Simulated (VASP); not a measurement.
Here is a VASP 6.6.1 calculation.

File INCAR:

```
PREC = Accurate
ENCUT = 600
EDIFF = 1E-6
ISMEAR = -1
SIGMA = 0.05
LREAL = F
LASPH = T
NELM = 200
ALGO = Normal
ISIF = 2
LWAVE = F
LCHARG = F
ISPIN = 2
MAGMOM = 0 3
LORBIT = 11
LMAXMIX = 4
GGA = PS
NBANDS = 20
GGA_COMPAT = F
```

File KPOINTS:

```
regular mesh
0
Gamma
  11 11 11
```

File POSCAR:

```
FeAu
1.0
    1.3813758000      0.7975376900      4.4039200354
   -1.3813758000      0.7975376900      4.4039200354
    0.0000000000     -1.5950753800      4.4039200354
Au Fe
1 1
Direct
    0.0000000000      0.0000000000      0.0000000000
    0.5000000000      0.5000000000      0.5000000000
```

Potentials or basis: VASP PAW PBE potentials, release 64 (Au, Fe).

The run is started by

```sh
$ cat potpaw_PBE.64/Au/POTCAR potpaw_PBE.64/Fe/POTCAR > POTCAR
$ mpirun -np 1 vasp_std > vasp.out
```

(1) Estimate the pressure.

(2) Predict the site moments.

Results:

(1) -0.2 GPa.

(2) Au +0.05; Fe +2.81 μB.

Caveat: the PAW data sets were made with another functional, which shifts forces and pressure a little.
